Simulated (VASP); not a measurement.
# RbBr (I4/mmm) in VASP: settings compared

RbBr is run at these levels: r2SCAN, PBE, HSE06; tasks: single point.

Program: VASP 6.6.1. These are calculated values, not measurements. Logs are shortened: lines on timing, memory, paths and dates and some standing lists are left out, and cuts for length are marked.

## Step 1: The cell of the first run

It takes space group I4/mmm (No. 139, tetragonal). Conventional cell: a = 4.894 Å, b = 4.894 Å, c = 6.714 Å, α = 90.00°, β = 90.00°, γ = 90.00°. Within 4.4 Å of Rb (site symmetry 4/mmm) lie 6 Br at 3.36 to 3.46 Å. Within 4.4 Å of Br (site symmetry 4/mmm) lie 6 Rb at 3.36 to 3.46 Å.

## Step 2: Single point, r2SCAN (uniaxial z strain -3.0%)

The input, POSCAR:

```
RbBr
1.0
    0.0000000000      3.4608258933      3.3570011165
    3.4608258933      0.0000000000      3.3570011165
    3.4608258933      3.4608258933      0.0000000000
Rb Br
1 1
Direct
    0.0000000000      0.0000000000      0.0000000000
    0.5000000000      0.5000000000      0.5000000000
```

The input, INCAR.step1:

```
ALGO     = Normal         # electronic algorithm
EDIFF    = 1E-4           # SCF threshold, eV
ENCUT    = 520            # plane-wave cutoff, eV
GGA      = PE             # functional
ISMEAR   = 0              # smearing method
LASPH    = T              # aspherical terms in the spheres
LCHARG   = F              # write CHGCAR
LREAL    = F              # projectors in reciprocal space
LWAVE    = T              # write WAVECAR
NBANDS   = 15             # bands
NELM     = 60             # most SCF steps
PREC     = Accurate       # precision mode
SIGMA    = 0.01           # smearing width, eV
```

The input, INCAR.step2:

```
ALGO     = Normal         # electronic algorithm
EDIFF    = 1E-6           # SCF threshold, eV
ENCUT    = 520            # plane-wave cutoff, eV
ISIF     = 2              # what is computed and relaxed
ISMEAR   = 0              # smearing method
ISTART   = 1            
LASPH    = T              # aspherical terms in the spheres
LCHARG   = T              # write CHGCAR
LELF     = T              # ELF
LMIXTAU  = T            
LREAL    = F              # projectors in reciprocal space
LVHAR    = T            
LWAVE    = F              # write WAVECAR
METAGGA  = R2SCAN         # meta-GGA
NBANDS   = 15             # bands
NELM     = 60             # most SCF steps
PREC     = Accurate       # precision mode
SIGMA    = 0.01           # smearing width, eV
```

The input, KPOINTS:

```
k-points
0
Gamma
  6 6 6
```

Potentials or basis: VASP PAW PBE potentials, release 64 (Rb_sv, Br).

Started as:

```
> cat potpaw_PBE.64/Rb_sv/POTCAR potpaw_PBE.64/Br/POTCAR > POTCAR
> cp INCAR.step1 INCAR
> mpirun -np 1 vasp_std > vasp.out
> cp INCAR.step2 INCAR
> mpirun -np 1 vasp_std > vasp.out
```

OUTCAR:

```text
EDIFF = 1E-6
   ENCUT = 520
   ISIF = 2
   ISMEAR = 0
   ISTART = 1
   LASPH = T
   LREAL = F
   METAGGA = R2SCAN
   NELM = 60
   PREC = Accurate

 ion  position               nearest neighbor table
   1  0.000  0.000  0.000-   2 3.36   2 3.36   2 3.46   2 3.46   2 3.46   2 3.46
   2  0.500  0.500  0.500-   1 3.36   1 3.36   1 3.46   1 3.46   1 3.46   1 3.46

  LATTYP: Found a body centered tetragonal cell.
 ALAT       =     4.8943469153
 C/A-ratio  =     1.3717871555

  Lattice vectors:

 A1 = (   0.0000000000,  -3.4608258933,  -3.3570011165)
 A2 = (   0.0000000000,   3.4608258933,  -3.3570011165)
 A3 = (   3.4608258933,   0.0000000000,   3.3570011165)

Analysis of symmetry for initial positions (statically):
=====================================================================
 Subroutine PRICEL returns:
 Original cell was already a primitive cell.

 Routine SETGRP: Setting up the symmetry group for a
 body centered tetragonal supercell.

 Subroutine GETGRP returns: Found 16 space group operations
 (whereof 16 operations were pure point group operations)
 out of a pool of 16 trial point group operations.

The static configuration has the point symmetry D_4h.

Analysis of symmetry for dynamics (positions and initial velocities):
=====================================================================
 Subroutine PRICEL returns:
 Original cell was already a primitive cell.

 Routine SETGRP: Setting up the symmetry group for a
 body centered tetragonal supercell.

 Subroutine GETGRP returns: Found 16 space group operations
 (whereof 16 operations were pure point group operations)
 out of a pool of 16 trial point group operations.

The dynamic configuration has the point symmetry D_4h.

 Subroutine INISYM returns: Found 16 space group operations
 (whereof 16 operations are pure point group operations),
 and found     1 'primitive' translations

----------------------------------------------------------------------------------------

                                     Primitive cell

  volume of cell :      80.4157

  direct lattice vectors                    reciprocal lattice vectors
     0.000000000  3.460825893  3.357001117    -0.144474185  0.144474185  0.148942459
     3.460825893  0.000000000  3.357001117     0.144474185 -0.144474185  0.148942459
     3.460825893  3.460825893  0.000000000     0.144474185  0.144474185 -0.148942459

  length of vectors
     4.821490678  4.821490678  4.894346915     0.252842710  0.252842710  0.252842710

  position of ions in fractional coordinates (direct lattice)
     0.000000000  0.000000000  0.000000000
     0.500000000  0.500000000  0.500000000

  ion indices of the primitive-cell ions
   primitive index   ion index
                 1           1
                 2           2

----------------------------------------------------------------------------------------

 KPOINTS: k-points

Automatic generation of k-mesh.
 Grid dimensions read from file:
 generate k-points for:    6    6    6

 Generating k-lattice:

  Cartesian coordinates                     Fractional coordinates (reciprocal lattice)
    -0.024079031  0.024079031  0.024823743     0.166666667 -0.000000000  0.000000000
     0.024079031 -0.024079031  0.024823743    -0.000000000  0.166666667  0.000000000
     0.024079031  0.024079031 -0.024823743     0.000000000  0.000000000  0.166666667

  Length of vectors
     0.042140452  0.042140452  0.042140452

  Shift w.r.t. Gamma in fractional coordinates (k-lattice)
     0.000000000  0.000000000  0.000000000

 Subroutine IBZKPT returns following result:
 ===========================================

 Found     30 irreducible k-points:

 Following reciprocal coordinates:
            Coordinates               Weight
  0.000000  0.000000  0.000000      1.000000
  0.166667  0.000000  0.000000      8.000000
  0.333333  0.000000  0.000000      8.000000
  0.500000 -0.000000  0.000000      4.000000
  0.166667  0.166667  0.000000      2.000000
  0.333333  0.166667  0.000000      8.000000
[... 16 lines left out ...]
  0.333333  0.000000  0.333333      4.000000
  0.500000  0.000000  0.333333     16.000000
 [... further k-points ...]
   k-points           NKPTS =     30   k-points in BZ     NKDIM =     30   number of bands    NBANDS=     15
   number of dos      NEDOS =    301   number of ions     NIONS =      2
   total plane-waves  NPLWV =  46656
   dimension x,y,z NGX =    36 NGY =   36 NGZ =   36
   dimension x,y,z NGXF=    72 NGYF=   72 NGZF=   72
   ions per type =               1   1
   NGX,Y,Z   is equivalent  to a cutoff of  12.41, 12.41, 12.23 a.u.
   NGXF,Y,Z  is equivalent  to a cutoff of  24.83, 24.83, 24.46 a.u.
 SYSTEM =  unknown system
   PREC   = accura    normal or accurate (medium, high low for compatibility)
   ISTART =      1    job   : 0-new  1-cont  2-samecut
   ICHARG =      0    charge: 1-file 2-atom 10-const
   ISPIN  =      1    spin polarized calculation?
   LNONCOLLINEAR =      F non collinear calculations
   LSORBIT =      F    spin-orbit coupling
   LASPH  =      T    aspherical Exc in radial PAW
   ENCUT  =  520.0 eV  38.22 Ry    6.18 a.u.   8.96  8.96  9.10*2*pi/ulx,y,z
   NELM   =     60;   NELMIN=  2; NELMDL=  0     # of ELM steps
   EDIFF  = 0.1E-05   stopping-criterion for ELM
   LREAL  =      F    real-space projection
   EDIFFG = 0.1E-04   stopping-criterion for IOM
   NSW    =      0    number of steps for IOM
   IBRION =     -1    ionic relax: 0-MD 1-quasi-New 2-CG
   NFREE  =      0    steps in history (QN), initial steepest desc. (CG)
   ISIF   =      2    stress and relaxation
   ISYM   =      2    0-nonsym 1-usesym 2-fastsym
   POTIM  = 0.5000    time-step for ionic-motion
   TEBEG  =    0.0;   TEEND  =   0.0 temperature during run
   PSTRESS=    0.0 pullay stress
   NELECT =      16.0000    total number of electrons
   NUPDOWN=      -1.0000    fix difference up-down
   EMIN   =  10.00;   EMAX   =-10.00  energy-range for DOS
   EFERMI =   0.00;   METHOD = LEGACY
   ISMEAR =     0;   SIGMA  =   0.01  broadening in eV -4-tet -1-fermi 0-gaus
   EFERMI_NEDOS =   21; number of points for ismear=-14 and -15
   IALGO  =     38    algorithm
   IMIX   =      4    mixing-type and parameters
     AMIX     =   0.40;   BMIX     =  1.00
     AMIX_MAG =   1.60;   BMIX_MAG =  1.00
  volume/ion in A,a.u.               =      40.21       271.34
  Fermi-wavevector in a.u.,A,eV,Ry     =   0.955728  1.806065 12.427790  0.913417
  Thomas-Fermi vector in A             =   2.084592
   LORBIT       =      0    0 simple, 1 ext, 2 COOP (PROOUT), +10 PAW based schemes
   METAGGA = R2SCAN    functional components
   LHFCALC =     F    Hartree Fock is set to
   AEXX    =    0.0000 exact exchange contribution
   IVDW    =     0    specifies the selected vdW correction
   LEPSILON=     F    determine dielectric tensor
   LRPA    =     F    only Hartree local field effects (RPA)
 non-spin polarized calculation
 Gauss-broadening in eV      SIGMA  =   0.01
  energy-cutoff  :      520.00
  volume of cell :       80.42
 maximum number of plane-waves:      2182
   NGX = 17   NGY = 17   NGZ = 19

 number of electron      16.0000000 magnetization

 Free energy of the ion-electron system (eV)
  ---------------------------------------------------
  ext. energy  EPLUGINS =         0.00000000
  ---------------------------------------------------
  free energy    TOTEN  =       -31.14551171 eV

  energy without entropy =      -31.14551171  energy(sigma->0) =      -31.14551171

 E-fermi :  -2.0022     XC(G=0):  -7.6346

 val. band max:       -2.1262684691   @ k =   0.0000   0.0000   0.0000
 cond. band min:       2.8140225625   @ k =   0.0000   0.0000   0.0000
 fundamental gap:      4.9402910316
 Fermi energy:        -2.0022068182

 k-point     1 :       0.0000    0.0000    0.0000
  band No.  band energies     occupation
      1     -27.3054      2.00000
      2     -14.7704      2.00000
      3     -10.8383      2.00000
      4     -10.8348      2.00000
      5     -10.8348      2.00000
      6      -2.1677      2.00000
      7      -2.1677      2.00000
      8      -2.1263      2.00000
      9       2.8140      0.00000
     10       5.6673      0.00000
     11       5.6673      0.00000
     12       5.8517      0.00000
     13       6.7090      0.00000
     14       6.8928      0.00000
     15       9.1929      0.00000

 k-point     2 :       0.1667    0.0000    0.0000
  band No.  band energies     occupation
      1     -27.3029      2.00000
      2     -14.7816      2.00000
      3     -10.8381      2.00000
      4     -10.8371      2.00000
      5     -10.8211      2.00000
      6      -2.4469      2.00000
      7      -2.2571      2.00000
      8      -2.2375      2.00000
      9       3.4455      0.00000
     10       5.5379      0.00000
     11       6.0172      0.00000
     12       6.1284      0.00000
     13       7.1176      0.00000
     14       7.3243      0.00000
     15      10.2759      0.00000

 k-point     3 :       0.3333    0.0000    0.0000
  band No.  band energies     occupation
      1     -27.2980      2.00000
      2     -14.8037      2.00000
      3     -10.8445      2.00000
      4     -10.8387      2.00000
      5     -10.7898      2.00000
      6      -2.9245      2.00000
      7      -2.4252      2.00000
      8      -2.4208      2.00000
      9       4.6492      0.00000
     10       5.6823      0.00000
     11       6.9907      0.00000
     12       7.0633      0.00000
     13       8.1358      0.00000
     14       8.3942      0.00000
     15      10.2666      0.00000
[... 343 lines left out ...]
 k-point    23 :       0.3333    0.0000    0.3333
  band No.  band energies     occupation
      1     -27.2962      2.00000
      2     -14.7487      2.00000
      3     -10.9084      2.00000
      4     -10.8950      2.00000
      5     -10.8805      2.00000
      6      -2.7671      2.00000
      7      -2.2911      2.00000
      8      -2.2571      2.00000
      9       4.2207      0.00000
     10       4.8833      0.00000
     11       7.5706      0.00000
     12       8.1268      0.00000
     13       8.2034      0.00000
     14       8.3060      0.00000
     15       9.4682      0.00000

 k-point    24 :       0.5000    0.0000    0.3333
  band No.  band energies     occupation
      1     -27.2938      2.00000
      2     -14.7415      2.00000
      3     -10.9705      2.00000
      4     -10.8888      2.00000
      5     -10.8765      2.00000
      6      -2.6988      2.00000
      7      -2.4466      2.00000
      8      -2.3519      2.00000
      9       4.3567      0.00000
     10       5.8565      0.00000
     11       7.3314      0.00000
     12       8.1350      0.00000
     13       8.1554      0.00000
     14       9.0095      0.00000
     15       9.5199      0.00000

 [... further k-points ...]

------------------------ aborting loop because EDIFF is reached ----------------------------------------

  FORCE on cell =-STRESS in cart. coord.  units (eV):
  Direction    XX          YY          ZZ          XY          YZ          ZX
  --------------------------------------------------------------------------------------
  -------------------------------------------------------------------------------------
  Total        0.0840467      0.0840467      0.6779843      0.0000000      0.0000000      0.0000000
  in kB        1.6745194      1.6745194     13.5079442      0.0000000      0.0000000      0.0000000
  external PRESSURE =       5.6189943 kB  Pullay stress =       0.0000000 kB

 VOLUME and BASIS-vectors are now :
 -----------------------------------------------------------------------------
  energy-cutoff  :      520.00
  volume of cell :       80.42
      direct lattice vectors                 reciprocal lattice vectors
     0.000000000  3.460825893  3.357001117    -0.144474185  0.144474185  0.148942459
     3.460825893  0.000000000  3.357001117     0.144474185 -0.144474185  0.148942459
     3.460825893  3.460825893  0.000000000     0.144474185  0.144474185 -0.148942459

 POSITION                                       TOTAL-FORCE (eV/Angst)
 -----------------------------------------------------------------------------------
      0.00000      0.00000      0.00000         0.000000     -0.000000      0.000000
      3.46083      3.46083      3.35700        -0.000000      0.000000      0.000000
 -----------------------------------------------------------------------------------
    total drift:                                0.000000      0.000000      0.000000

  FREE ENERGIE OF THE ION-ELECTRON SYSTEM (eV)
  ---------------------------------------------------
  free  energy   TOTEN  =       -31.1455117068 eV

  energy  without entropy=      -31.1455117068  energy(sigma->0) =      -31.14551171
```

Wall time 2.3 min (1 thread of Intel Xeon Platinum 8488C (Sapphire Rapids), shared host); peak memory 0.23 GiB.

Results:

- Free energy: -31.1455 eV
- Pressure: 0.6 GPa
- Band gap on the k mesh: 4.94 eV

Caveat: the cell differs from its parent crystal (uniaxial z strain -3.0%); the PAW data sets were made with another functional, which shifts forces and pressure a little.

(Part 1 of 2 ends here.)
